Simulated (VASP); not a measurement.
A run of VASP 6.6.1 is set up as follows.

The input INCAR:

```
ALGO = Normal ; EDIFF = 1E-6
ENCUT = 520 ; GGA = PS
ISIF = 2 ; ISMEAR = -1
LASPH = T ; LCHARG = F
LREAL = F ; LWAVE = F
NBANDS = 13 ; NELM = 60
PREC = Accurate ; SIGMA = 0.1
```

File KPOINTS:

```
k-points
0
Gamma
  12 12 12
```

File POSCAR:

```
W
1.0
    0.0000000000      1.9955865722      1.9955865722
    1.9955865722      0.0000000000      1.9955865722
    1.9955865722      1.9955865722      0.0000000000
W
1
Direct
    0.0000000000      0.0000000000      0.0000000000
```

Potentials or basis: VASP PAW PBE potentials, release 64 (W_sv).

Command:

```console
$ cat potpaw_PBE.64/W_sv/POTCAR > POTCAR
$ mpirun -np 1 vasp_std > vasp.out
```

Task: Estimate the pressure.

Result: 1.9 GPa.

Task: Predict the band gap on the k mesh.

Result: Zero (band 7 reaches 14.01 eV, above the bottom of band 8 at 10.16 eV).

Caveat: the PAW data sets were made with another functional, which shifts forces and pressure a little; spin-orbit coupling is left out, which moves the levels of the heavy elements.
